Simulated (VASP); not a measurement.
Here is a VASP 6.6.1 calculation.

File INCAR:

```
SYSTEM = HfN
ALGO     = Normal         ! electronic algorithm
EDIFF    = 1E-7           ! SCF threshold, eV
EDIFFG   = -0.01          ! ionic threshold
ENCUT    = 600            ! plane-wave cutoff, eV
GGA      = RE             ! functional
IBRION   = 2              ! ionic algorithm
ISIF     = 3              ! what is computed and relaxed
ISMEAR   = 1              ! smearing method
IVDW     = 12             ! dispersion correction
LASPH    = .TRUE.         ! aspherical terms in the spheres
LCHARG   = .FALSE.        ! write CHGCAR
LREAL    = .FALSE.        ! projectors in reciprocal space
LWAVE    = .FALSE.        ! write WAVECAR
NELM     = 80             ! most SCF steps
NSW      = 80             ! ionic steps
PREC     = Accurate       ! precision mode
SIGMA    = 0.1            ! smearing width, eV
```

File KPOINTS:

```
k-points
0
G
  10 10 10
  0 0 0
```

POSCAR

```
HfN
1.0
    0.0000000000      2.2560000000      2.2560000000
    2.2560000000      0.0000000000      2.2560000000
    2.2560000000      2.2560000000      0.0000000000
Hf N
1 1
Direct
    0.0000000000      0.0000000000      0.0000000000
    0.5000000000      0.5000000000      0.5000000000
```

Potentials or basis: VASP PAW PBE potentials, release 64 (Hf_pv, N).

Launch:

```sh
$ cat potpaw_PBE.64/Hf_pv/POTCAR potpaw_PBE.64/N/POTCAR > POTCAR
$ mpirun -np 1 vasp_std > vasp.out
```

Problem. What does it give for the space group after relaxing (to 0.05 Å)?

Solution. Fm-3m (No. 225).

Problem. What does it give for the dispersion energy per atom?

Solution. -0.722 eV.

Problem. Predict the relaxed cell.

Solution. a = 3.178 Å, b = 3.178 Å, c = 3.178 Å, α = 60.00°, β = 60.00°, γ = 60.00°.

Problem. Estimate the relaxed volume.

Solution. 11.35 Å³/atom.

Step by step:
| step | energy change (eV) | largest force (eV/Å) | pressure (GPa) | volume (Å³) |
| --- | --- | --- | --- | --- |
| 1 | 0.0000 | 0.0000 | -3.13 | 22.96 |
| 2 | 0.0067 | 0.0000 | 6.36 | 22.23 |
| 3 | -0.0026 | 0.0000 | 0.00 | 22.71 |

Caveat: the PAW data sets were made with another functional, which shifts forces and pressure a little; pairwise dispersion overbinds metals, which lowers pressure and volume.
